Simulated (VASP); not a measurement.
# B3As3H14 in VASP: single point with PBE

Aim: the single point of B3As3H14 with PBE.

Program: VASP 6.6.1. These are calculated values, not measurements. Logs are shortened: lines on timing, memory, paths and dates and some standing lists are left out, and cuts for length are marked.

### Step 1. The cell of the first run

The cell holds a cluster in a box, 20 atoms: a = 13.200 Å, b = 13.500 Å, c = 13.800 Å, α = 90.00°, β = 90.00°, γ = 90.00°.

### Step 2. Single point, PBE

The input, INCAR:

```
SYSTEM = B3As3H14
PREC = Accurate
ENCUT = 520
EDIFF = 1E-6
ISMEAR = 0
SIGMA = 0.05
LREAL = Auto
LASPH = .True.
NELM = 80
ALGO = Normal
ISIF = 2
LWAVE = .False.
LCHARG = .True.
GGA = PE
LELF = .True.
LVHAR = .True.
NBANDS = 35
```

The input, KPOINTS:

```
regular mesh
0
Gamma
  1 1 1
  0 0 0
```

The input, POSCAR:

```
B3As3H14
1.0
   13.2000000000      0.0000000000      0.0000000000
    0.0000000000     13.5000000000      0.0000000000
    0.0000000000      0.0000000000     13.8000000000
B As H
3 3 14
Direct
    0.4429315471      0.2971392520      0.3626178995
    0.4426547577      0.6403287083      0.6983809512
    0.4981399111      0.5150633740      0.4851366166
    0.4294285840      0.4490286511      0.3676096123
    0.4298951395      0.6354687548      0.5497241116
    0.5110642170      0.4074815945      0.5907278504
    0.5340552818      0.2844012202      0.3611812952
    0.4037113174      0.2743237542      0.4396665758
    0.3974300243      0.2684205415      0.2919906412
    0.3212314793      0.4872789967      0.3686942146
    0.4676915547      0.5092521390      0.2823128773
    0.5337192388      0.6414306357      0.7112776337
    0.4030187348      0.5616740907      0.7203806256
    0.3973045641      0.7126442466      0.7263943398
    0.3219063912      0.6352008203      0.5117371532
    0.4691271823      0.7224974902      0.4911654952
    0.5680968075      0.3166244400      0.5587837576
    0.5678902732      0.4402853507      0.6796777966
    0.4165820466      0.3632598217      0.6338273014
    0.5856076915      0.5330745270      0.4672017634
```

Potentials or basis: VASP PAW PBE potentials, release 64 (B, As, H).

Run with:

```bash
$ cat potpaw_PBE.64/B/POTCAR potpaw_PBE.64/As/POTCAR potpaw_PBE.64/H/POTCAR > POTCAR
$ mpirun -np 1 vasp_gam > vasp.out
```

OUTCAR:

```text
SYSTEM = B3As3H14
   PREC = Accurate
   ENCUT = 520
   EDIFF = 1E-6
   ISMEAR = 0
   LREAL = Auto
   LASPH = .True.
   NELM = 80
   ISIF = 2
   GGA = PE

 ion  position               nearest neighbor table
   1  0.443  0.297  0.363-   9 1.21   7 1.22   8 1.22   4 2.06
   2  0.443  0.640  0.698-  14 1.21  12 1.22  13 1.22   5 2.06
   3  0.498  0.515  0.485-  20 1.21   4 2.06   5 2.06   6 2.06
   4  0.429  0.449  0.368-  11 1.52  10 1.52   1 2.06   3 2.06
   5  0.430  0.635  0.550-  16 1.52  15 1.52   2 2.06   3 2.06
   6  0.511  0.407  0.591-  18 1.51  17 1.51  19 1.51   3 2.06
   7  0.534  0.284  0.361-   1 1.22
   8  0.404  0.274  0.440-   1 1.22
   9  0.397  0.268  0.292-   1 1.21
  10  0.321  0.487  0.369-   4 1.52
  11  0.468  0.509  0.282-   4 1.52
  12  0.534  0.641  0.711-   2 1.22
  13  0.403  0.562  0.720-   2 1.22
  14  0.397  0.713  0.726-   2 1.21
  15  0.322  0.635  0.512-   5 1.52
  16  0.469  0.722  0.491-   5 1.52
  17  0.568  0.317  0.559-   6 1.51
  18  0.568  0.440  0.680-   6 1.51
  19  0.417  0.363  0.634-   6 1.51
  20  0.586  0.533  0.467-   3 1.21

  LATTYP: Found a simple orthorhombic cell.
 ALAT       =    13.2000000000
 B/A-ratio  =     1.0227272727
 C/A-ratio  =     1.0454545455

  Lattice vectors:

 A1 = (  13.2000000000,   0.0000000000,   0.0000000000)
 A2 = (   0.0000000000,  13.5000000000,   0.0000000000)
 A3 = (   0.0000000000,   0.0000000000,  13.8000000000)

Analysis of symmetry for initial positions (statically):
=====================================================================
 Subroutine PRICEL returns:
 Original cell was already a primitive cell.

 Routine SETGRP: Setting up the symmetry group for a
 simple orthorhombic supercell.

 Subroutine GETGRP returns: Found  1 space group operations
 (whereof  1 operations were pure point group operations)
 out of a pool of  8 trial point group operations.

The static configuration has the point symmetry C_1 .

Analysis of symmetry for dynamics (positions and initial velocities):
=====================================================================
 Subroutine PRICEL returns:
 Original cell was already a primitive cell.

 Routine SETGRP: Setting up the symmetry group for a
 simple orthorhombic supercell.

 Subroutine GETGRP returns: Found  1 space group operations
 (whereof  1 operations were pure point group operations)
 out of a pool of  8 trial point group operations.

The dynamic configuration has the point symmetry C_1 .

 Subroutine INISYM returns: Found  1 space group operations
 (whereof  1 operations are pure point group operations),
 and found     1 'primitive' translations

----------------------------------------------------------------------------------------

                                     Primitive cell

  volume of cell :    2459.1600

  direct lattice vectors                    reciprocal lattice vectors
    13.200000000  0.000000000  0.000000000     0.075757576  0.000000000  0.000000000
     0.000000000 13.500000000  0.000000000     0.000000000  0.074074074  0.000000000
     0.000000000  0.000000000 13.800000000     0.000000000  0.000000000  0.072463768

  length of vectors
    13.200000000 13.500000000 13.800000000     0.075757576  0.074074074  0.072463768

  position of ions in fractional coordinates (direct lattice)
     0.442931547  0.297139252  0.362617900
     0.442654758  0.640328708  0.698380951
     0.498139911  0.515063374  0.485136617
     0.429428584  0.449028651  0.367609612
     0.429895139  0.635468755  0.549724112
     0.511064217  0.407481594  0.590727850
[... 12 lines left out ...]
     0.416582047  0.363259822  0.633827301
     0.585607692  0.533074527  0.467201763

  ion indices of the primitive-cell ions
   primitive index   ion index
                 1           1
                 2           2
                 3           3
                 4           4
                 5           5
                 6           6
[... 12 lines left out ...]
                19          19
                20          20

----------------------------------------------------------------------------------------

 KPOINTS: regular mesh

Automatic generation of k-mesh.
 Grid dimensions read from file:
 generate k-points for:    1    1    1

 Generating k-lattice:

  Cartesian coordinates                     Fractional coordinates (reciprocal lattice)
     0.075757576  0.000000000  0.000000000     1.000000000  0.000000000  0.000000000
     0.000000000  0.074074074  0.000000000     0.000000000  1.000000000  0.000000000
     0.000000000  0.000000000  0.072463768     0.000000000  0.000000000  1.000000000

  Length of vectors
     0.075757576  0.074074074  0.072463768

  Shift w.r.t. Gamma in fractional coordinates (k-lattice)
     0.000000000  0.000000000  0.000000000

 Subroutine IBZKPT returns following result:
 ===========================================

 Found      1 irreducible k-points:

 Following reciprocal coordinates:
            Coordinates               Weight
  0.000000  0.000000  0.000000      1.000000
   k-points           NKPTS =      1   k-points in BZ     NKDIM =      1   number of bands    NBANDS=     35
   number of dos      NEDOS =    301   number of ions     NIONS =     20
   total plane-waves  NPLWV = ******
   dimension x,y,z NGX =    98 NGY =  100 NGZ =  108
   dimension x,y,z NGXF=   196 NGYF=  200 NGZF=  216
   ions per type =               3   3  14
   NGX,Y,Z   is equivalent  to a cutoff of  12.34, 12.31, 13.01 a.u.
   NGXF,Y,Z  is equivalent  to a cutoff of  24.69, 24.63, 26.02 a.u.
 SYSTEM =  B3As3H14
   PREC   = accura    normal or accurate (medium, high low for compatibility)
   ISTART =      0    job   : 0-new  1-cont  2-samecut
   ICHARG =      2    charge: 1-file 2-atom 10-const
   ISPIN  =      1    spin polarized calculation?
   LNONCOLLINEAR =      F non collinear calculations
   LSORBIT =      F    spin-orbit coupling
   LASPH  =      T    aspherical Exc in radial PAW
   ENCUT  =  520.0 eV  38.22 Ry    6.18 a.u.  24.54 25.10 25.66*2*pi/ulx,y,z
   NELM   =     80;   NELMIN=  2; NELMDL= -5     # of ELM steps
   EDIFF  = 0.1E-05   stopping-criterion for ELM
   LREAL  =      T    real-space projection
   EDIFFG = 0.1E-04   stopping-criterion for IOM
   NSW    =      0    number of steps for IOM
   IBRION =     -1    ionic relax: 0-MD 1-quasi-New 2-CG
   NFREE  =      0    steps in history (QN), initial steepest desc. (CG)
   ISIF   =      2    stress and relaxation
   ISYM   =      2    0-nonsym 1-usesym 2-fastsym
   POTIM  = 0.5000    time-step for ionic-motion
   TEBEG  =    0.0;   TEEND  =   0.0 temperature during run
   PSTRESS=    0.0 pullay stress
   NELECT =      38.0000    total number of electrons
   NUPDOWN=      -1.0000    fix difference up-down
   EMIN   =  10.00;   EMAX   =-10.00  energy-range for DOS
   EFERMI =   0.00;   METHOD = LEGACY
   ISMEAR =     0;   SIGMA  =   0.05  broadening in eV -4-tet -1-fermi 0-gaus
   EFERMI_NEDOS =   21; number of points for ismear=-14 and -15
   IALGO  =     38    algorithm
   IMIX   =      4    mixing-type and parameters
     AMIX     =   0.40;   BMIX     =  1.00
     AMIX_MAG =   1.60;   BMIX_MAG =  1.00
  volume/ion in A,a.u.               =     122.96       829.76
  Fermi-wavevector in a.u.,A,eV,Ry     =   0.407762  0.770559  2.262242  0.166270
  Thomas-Fermi vector in A             =   1.361625
   LORBIT       =      0    0 simple, 1 ext, 2 COOP (PROOUT), +10 PAW based schemes
   GGA     = PE    functional components
   LHFCALC =     F    Hartree Fock is set to
   AEXX    =    0.0000 exact exchange contribution
   IVDW    =     0    specifies the selected vdW correction
   LEPSILON=     F    determine dielectric tensor
   LRPA    =     F    only Hartree local field effects (RPA)
 non-spin polarized calculation
 Gauss-broadening in eV      SIGMA  =   0.05
  energy-cutoff  :      520.00
  volume of cell :     2459.16
 maximum number of plane-waves:     33127
 NGX is ok and might be reduce to    98
   NGX = 49   NGY = 51   NGZ = 51

 number of electron      38.0000001 magnetization

 Free energy of the ion-electron system (eV)
  ---------------------------------------------------
  ext. energy  EPLUGINS =         0.00000000
  ---------------------------------------------------
  free energy    TOTEN  =       -80.42770103 eV

  energy without entropy =      -80.42770103  energy(sigma->0) =      -80.42770103

 E-fermi :  -5.9240     XC(G=0):  -1.1832

 val. band max:       -6.1595327878   @ k =   0.0000   0.0000   0.0000
 cond. band min:      -1.4607625163   @ k =   0.0000   0.0000   0.0000
 fundamental gap:      4.6987702716
 Fermi energy:        -5.9239652507

 k-point     1 :       0.0000    0.0000    0.0000
  band No.  band energies     occupation
      1     -18.0132      2.00000
      2     -16.7344      2.00000
      3     -16.3369      2.00000
      4     -12.3499      2.00000
      5     -11.5647      2.00000
      6     -11.5533      2.00000
[... 23 lines left out ...]
     30       0.4957      0.00000
     31       0.6449      0.00000
 [bands above 31 left out]

------------------------ aborting loop because EDIFF is reached ----------------------------------------

  FORCE on cell =-STRESS in cart. coord.  units (eV):
  Direction    XX          YY          ZZ          XY          YZ          ZX
  --------------------------------------------------------------------------------------
  -------------------------------------------------------------------------------------
  Total        0.2772624      0.2478640      0.2132038      0.0076141     -0.0175271     -0.0045381
  in kB        0.1806404      0.1614869      0.1389053      0.0049607     -0.0114191     -0.0029566
  external PRESSURE =       0.1603442 kB  Pullay stress =       0.0000000 kB

 VOLUME and BASIS-vectors are now :
 -----------------------------------------------------------------------------
  energy-cutoff  :      520.00
  volume of cell :     2459.16
      direct lattice vectors                 reciprocal lattice vectors
    13.200000000  0.000000000  0.000000000     0.075757576  0.000000000  0.000000000
     0.000000000 13.500000000  0.000000000     0.000000000  0.074074074  0.000000000
     0.000000000  0.000000000 13.800000000     0.000000000  0.000000000  0.072463768

 POSITION                                       TOTAL-FORCE (eV/Angst)
 -----------------------------------------------------------------------------------
      5.84670      4.01138      5.00413        -0.011183     -0.030987     -0.012513
      5.84304      8.64444      9.63766        -0.011755      0.009124      0.029125
      6.57545      6.95336      6.69489         0.019855      0.001096      0.003927
      5.66846      6.06189      5.07301         0.037974     -0.061847      0.038228
      5.67462      8.57883      7.58619         0.041387     -0.025780      0.043090
      6.74605      5.50100      8.15204        -0.011929      0.054423     -0.070081
[... 12 lines left out ...]
      5.49888      4.90401      8.74682        -0.071571     -0.034751      0.036604
      7.73002      7.19651      6.44738         0.008636      0.004538     -0.001736
 -----------------------------------------------------------------------------------
    total drift:                                0.012845     -0.002063     -0.016030

  FREE ENERGIE OF THE ION-ELECTRON SYSTEM (eV)
  ---------------------------------------------------
  free  energy   TOTEN  =       -80.4277010298 eV

  energy  without entropy=      -80.4277010298  energy(sigma->0) =      -80.42770103
```

It took 3.2 min on 1 thread of Intel Xeon 6975P-C (Granite Rapids), shared host; peak memory 1.5 GiB.

Results:

* Free energy: -80.4277 eV
* Largest force: 0.093 eV/Å
* Gap between the frontier levels: 4.70 eV

Forces in eV/Å, atoms in the order of the input:
```
B   -0.011 -0.031 -0.013
B   -0.012  0.009  0.029
B    0.020  0.001  0.004
As   0.038 -0.062  0.038
As   0.041 -0.026  0.043
As  -0.012  0.054 -0.070
H    0.006 -0.006  0.000
H   -0.001 -0.003  0.006
H    0.010 -0.002  0.006
H   -0.087  0.034  0.001
H    0.028  0.046 -0.068
H    0.006  0.000  0.007
H   -0.001 -0.005  0.006
H    0.009 -0.005  0.001
H   -0.086 -0.001 -0.031
H    0.027  0.071 -0.044
H    0.044 -0.074 -0.024
H    0.043  0.028  0.072
H   -0.072 -0.035  0.037
H    0.009  0.005 -0.002
```
